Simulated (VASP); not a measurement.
## Pt: single point with LDA

The system is Pt.

```
Pt
1.0
     2.79699    0.00000    0.00000
    -1.39850    2.42227    0.00000
     0.00000    0.00000    4.85520
Pt
2
Cartesian
  0.0000 1.6148 1.2138
  1.3985 0.8074 3.6414
```

This cell differs from its parent crystal: volume scaled by 1.04.

```json
{
 "Program": "VASP 6.6.1",
 "Task": "single point",
 "Functional": "LDA",
 "Potentials or basis": "VASP PAW LDA potentials, release 64 (Pt)",
 "Cutoff": "520 eV",
 "k mesh": "11 × 11 × 6",
 "Occupations": "fermi-dirac, width 0.05 eV",
 "Spin": "no spin polarisation",
 "Dipole correction": "no",
 "Further INCAR settings": "ALGO = Normal; EDIFF = 1e-06; NBANDS = 17"
}
```

The pressure is -22.6 GPa and the band gap on the k mesh is zero (band 10 reaches 9.87 eV, above the bottom of band 11 at 8.77 eV).

Stress tensor (GPa, compression positive):
```
-22.78   0.00   0.00
  0.00 -22.78   0.00
  0.00   0.00 -22.15
```

Levels at points of the mesh, in eV from the Fermi level:
| k point | band 8 | band 9 | band 10 | band 11 | band 12 | band 13 |
| --- | --- | --- | --- | --- | --- | --- |
| (0.00, 0.00, 0.00) | -1.67 | -1.67 | -0.54 | -0.19 | -0.19 | 4.41 |
| (0.00, 0.00, 0.50) | -3.20 | -0.73 | -0.73 | -0.73 | -0.73 | 11.62 |

Run time: 13 s on 1 thread of Intel(R) Xeon(R) Platinum 8488C (Sapphire Rapids) (shared host), peak memory 0.16 GiB.

Caveat: spin-orbit coupling is left out, which moves the levels of the heavy elements.
